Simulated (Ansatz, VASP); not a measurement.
**Two plane-wave programs on PbS**

The input INCAR:

```
SYSTEM = PbS
PREC     = Accurate       ! precision mode
ENCUT    = 520            ! plane-wave cutoff, eV
EDIFF    = 1E-7           ! SCF threshold, eV
ISMEAR   = -1             ! smearing method
SIGMA    = 0.02           ! smearing width, eV
LREAL    = .FALSE.        ! projectors in reciprocal space
LASPH    = .TRUE.         ! aspherical terms in the spheres
NELM     = 100            ! most SCF steps
ALGO     = Normal         ! electronic algorithm
ISIF     = 2              ! what is computed and relaxed
LWAVE    = .FALSE.        ! write WAVECAR
LCHARG   = .FALSE.        ! write CHGCAR
GGA      = PE             ! functional
NBANDS   = 17             ! bands
```

Contents of KPOINTS:

```
Automatic mesh
0
G
  6 6 6
  0 0 0
```

The input POSCAR:

```
PbS
1.0
   -0.0559515687      3.3009775053      3.3009775053
    3.3009775053     -0.0559515687      3.3009775053
    3.2450259366      3.2450259366      0.0000000000
Pb S
1 1
Direct
   -0.0029203501     -0.0029203501      0.0029203501
    0.2529203501      0.2529203501      0.2470796499
```

Input for Ansatz:

```yaml
crystal:
  lattice:
    - [-0.0559515687, 3.3009775053, 3.3009775053]
    - [3.3009775053, -0.0559515687, 3.3009775053]
    - [3.2450259366, 3.2450259366, 0.0]
  atoms:
    - { symbol: Pb, position: [-0.0029203501, -0.0029203501, 0.0029203501] }
    - { symbol: S, position: [0.2529203501, 0.2529203501, 0.2470796499] }
kpoints:
  mp_grid: { grid: [6, 6, 6] }
  band_path:
    path:
      - [0.0, 0.0, 0.0]
      - [-0.5, -0.5, 0.0]
      - [-0.375, -0.375, 0.25]
      - [-0.375, 0.0, 0.375]
      - [0.0, 0.0, 0.5]
      - [-0.5, -0.25, 0.25]
      - [0.25, -0.479167, -0.229167]
      - [0.0, 0.5, 0.5]
    npoints: 1
hamiltonian:
  xc: pbe
scf:
  occupations: { method: fermi_dirac, width: 0.02 }
  n_extra_bands: 4
output:
  forces: true
  stress: true
  eigenvalues: true
```

Change from the starting cell: shear_xy strain -3.4%.

Alike in both runs: task single point; functional PBE; k mesh 6 × 6 × 6; occupations fermi-dirac, width 0.02 eV; no spin polarisation.

|  | VASP | Ansatz |
| --- | --- | --- |
| version | VASP 6.6.1 | Ansatz 0.2.0 |
| potentials or method | VASP PAW PBE potentials, release 64 (Pb_d, S) | plane waves, PAW |
| plane-wave cutoff (eV) | 520 | 420 |
| valence electrons in the cell | 20 | 20 |

|  | VASP | Ansatz | Ansatz less VASP |
| --- | --- | --- | --- |
| gap on the k mesh at the Fermi level (eV) | 0.91 | 0.91 | -0.003 |
| pressure (GPa) | 0.7 | 0.7 | +0.05 |
| traceless stress, the component that is largest in VASP (GPa) | -0.19 | -0.19 | -0.001 |
| rms of the force components (eV/Å) | 0.004 | 0.004 | -0.0001 |

Atom by atom the forces differ by 0.000 eV/Å (rms over components). With one functional, cell and mesh, what is left measures potentials, basis and numerics.

Neither program's run includes spin-orbit coupling.
